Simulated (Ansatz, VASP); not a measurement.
This is a calculation of C for VASP 6.6.1.

INCAR

```
SYSTEM = C
ALGO = Normal
EDIFF = 1E-6
ENCUT = 520
GGA = PS
ISIF = 2
ISMEAR = -1
LASPH = .True.
LCHARG = .False.
LREAL = .False.
LWAVE = .False.
NBANDS = 11
NELM = 60
PREC = Accurate
SIGMA = 0.05
```

Contents of KPOINTS:

```
k-points
0
Gamma
  13 13 8
  0 0 0
```

Contents of POSCAR:

```
C
1.0
    2.0985692110     -1.2116819937      0.0000000000
    2.0985692110      1.2116819937      0.0000000000
   -1.3604312700      0.0000000000      3.4554887337
C
2
Direct
    0.1666444700      0.1666444700      0.9999069600
    0.8333555300      0.8333555300      0.0000930400
```

Potentials or basis: VASP PAW PBE potentials, release 64 (C).

Run with:

```console
$ cat potpaw_PBE.64/C/POTCAR > POTCAR
$ mpirun -np 1 vasp_std > vasp.out
```

Task: Translate it to Ansatz 0.2.0. Potentials there: all-electron LAPW, scalar-relativistic.

Result: As run (the cutoff follows the program's own potentials):

Contents of input.yaml:

```yaml
crystal:
  lattice:
    - [2.098569211, -1.2116819937, 0.0]
    - [2.098569211, 1.2116819937, 0.0]
    - [-1.36043127, 0.0, 3.4554887337]
  atoms:
    - { symbol: C, position: [0.16664447, 0.16664447, 0.99990696] }
    - { symbol: C, position: [0.83335553, 0.83335553, 9.304e-05] }
kpoints:
  mp_grid: { grid: [13, 13, 8] }
scf:
  occupations: { method: fermi_dirac, width: 0.05 }
hamiltonian:
  xc: pbesol
  pseudopotentials: { kind: all_electron, lapw: { basis_error: 0.001 } }
output:
  forces: true
  stress: true
  eigenvalues: true
```

Potentials or basis: all-electron LAPW, scalar-relativistic.

Command:

```bash
$ ansatz run input.yaml --threads 1 --pin off --max-ram 3072MiB --backend cpu --events-out ev --progress --plain --runs-dir out
```

Both were run:

|  | VASP | Ansatz | Ansatz less VASP |
| --- | --- | --- | --- |
| gap on the k mesh at the Fermi level (eV) | 0.93 | 0.93 | 0.000 |
| least direct gap on the mesh (eV) | 0.94 | 0.94 | 0.000 |
| pressure (GPa) | 13.5 | 12.8 | -0.74 |
| traceless stress, the component that is largest in VASP (GPa) | -12.87 | -12.03 | +0.842 |

VASP's potentials were made for PBE, not for PBEsol. Ansatz ran all-electron here, and VASP with PAW potentials.
